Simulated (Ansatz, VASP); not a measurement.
# One calculation of Hf2Ti, two programs

```
Hf Ti
1.0
     4.88110    0.00000    0.00000
    -2.44055    4.22716    0.00000
     0.00000    0.00000    2.98636
Hf Ti
2 1
Cartesian
  0.0000 2.8181 1.4932
  2.4405 1.4091 1.4932
  0.0000 0.0000 0.0000
```

Alike in both runs: functional PBE; k mesh 12 × 12 × 16; occupations gaussian, width 0.1 eV; no spin polarisation.

Ansatz relaxed the structure, and its values are those at the end. VASP's run is a single point on that final structure, the one shown.

|  | VASP | Ansatz |
| --- | --- | --- |
| version | VASP 6.6.1 | Ansatz 0.2.0 |
| potentials or method | VASP PAW PBE potentials, release 64 (Hf_pv, Ti_sv), cutoff 520 eV | scalar-relativistic, plane waves, PAW |
| valence electrons in the cell | 32 | 64 |

```csv
,VASP,Ansatz,Ansatz less VASP
gap on the k mesh at the Fermi level (eV),none,none,-
pressure (GPa),-0.4,0.0,+0.36
```

A gap of «none» marks a metal or a gap that the smearing closes. VASP's potentials hold 32 valence electrons a cell and Ansatz's 64, so a difference there can come from the potentials and not from the codes.

Spin-orbit coupling is off throughout.
